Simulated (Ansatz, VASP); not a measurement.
**Two plane-wave programs on Zr3NbTe2**

```
Zr Nb Te
1.0
     5.99863    0.00000    0.00000
    -2.99931    5.19496    0.00000
     0.00000    0.00000    4.43048
Zr Nb Te
3 1 2
Direct
  0.00000 0.50000 0.99502
  0.50000 0.00000 0.99502
  0.50000 0.50000 0.99502
  0.00000 0.00000 0.19263
  0.66667 0.33333 0.49615
  0.33333 0.66667 0.49615
```

Change from the starting cell: species swapped into the NaSn2Pd3 type (P6mm, No. 183).

Alike in both runs: task single point; functional PBE; k mesh 3 × 3 × 4; occupations gaussian, width 0.1 eV; no spin polarisation.

|  | VASP | Ansatz |
| --- | --- | --- |
| version | VASP 6.6.1 | Ansatz 0.2.0 |
| potentials or method | VASP PAW PBE potentials, release 64 (Zr_sv, Nb_sv, Te), cutoff 520 eV | scalar-relativistic, plane waves, PAW |
| valence electrons in the cell | 61 | 81 |

```csv
,VASP,Ansatz,Ansatz less VASP
gap on the k mesh at the Fermi level (eV),none,none,-
pressure (GPa),11.7,11.7,+0.01
"traceless stress, the component that is largest in VASP (GPa)",4.46,4.46,-0.005
rms of the force components (eV/Å),0.167,0.165,-0.0015
```

Atom by atom the forces differ by 0.002 eV/Å (rms over components). A gap of «none» marks a metal or a gap that the smearing closes. VASP's potentials hold 61 valence electrons a cell and Ansatz's 81, so a difference there can come from the potentials and not from the codes.

The k mesh is coarse, so the values compare programs but aren't converged. Spin-orbit coupling is off throughout.
